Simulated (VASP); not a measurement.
Set up this calculation in VASP 6.6.1, as the native input.

```yaml
Task: single point
Functional: r2SCAN
Potentials_or_basis: VASP PAW PBE potentials, release 64 (I)
Cutoff: 520 eV
k_mesh: 7 × 7 × 3
Occupations: fermi-dirac, width 0.05 eV
Spin: no spin polarisation
Dipole_correction: no
Further_INCAR_settings: ALGO = Normal; EDIFF = 1e-07; NBANDS = 22
```

Crystal: I.

```
CELL_PARAMETERS angstrom
3.63503 -2.39502 0.00000
3.63503 2.39502 0.00000
0.00000 0.00000 9.79344
ATOMIC_POSITIONS crystal
I 0.64930 0.35070 0.38440
I 0.14930 0.85070 0.11560
I 0.35070 0.64930 0.61560
I 0.85070 0.14930 0.88440
```

One way to write it, as run:

POSCAR

```
I
1.0
    3.6350350000     -2.3950200000      0.0000000000
    3.6350350000      2.3950200000      0.0000000000
    0.0000000000      0.0000000000      9.7934400000
I
4
Direct
    0.6493000000      0.3507000000      0.3844000000
    0.1493000000      0.8507000000      0.1156000000
    0.3507000000      0.6493000000      0.6156000000
    0.8507000000      0.1493000000      0.8844000000
```

INCAR.step1

```
PREC = Accurate
ENCUT = 520
ISMEAR = -1
SIGMA = 0.05
LREAL = F
LASPH = T
NELM = 80
NBANDS = 22
GGA = PE
ALGO = Normal
EDIFF = 1E-4
LWAVE = T
LCHARG = F
```

INCAR.step2

```
PREC = Accurate
ENCUT = 520
EDIFF = 1E-7
ISMEAR = -1
SIGMA = 0.05
LREAL = F
LASPH = T
NELM = 80
ALGO = Normal
ISIF = 2
LWAVE = F
LCHARG = F
METAGGA = R2SCAN
LMIXTAU = T
NBANDS = 22
ISTART = 1
```

KPOINTS

```
regular mesh
0
Gamma
  7 7 3
```

Potentials or basis: VASP PAW PBE potentials, release 64 (I).

Command:

```bash
$ cat potpaw_PBE.64/I/POTCAR > POTCAR
$ cp INCAR.step1 INCAR
$ mpirun -np 1 vasp_std > vasp.out
$ cp INCAR.step2 INCAR
$ mpirun -np 1 vasp_std > vasp.out
```

It gave:

```json
{"Pressure": "1.2 GPa", "Largest force": "0.632 eV/Å", "Band gap on the k mesh": "1.57 eV, indirect (least direct gap 1.66 eV)"}
```

Caveat: the PAW data sets were made with another functional, which shifts forces and pressure a little; spin-orbit coupling is left out, which moves the levels of the heavy elements.

Run time: 5.5 min on 1 thread of Intel Xeon 6975P-C, with other jobs on the host, peak memory 0.35 GiB.
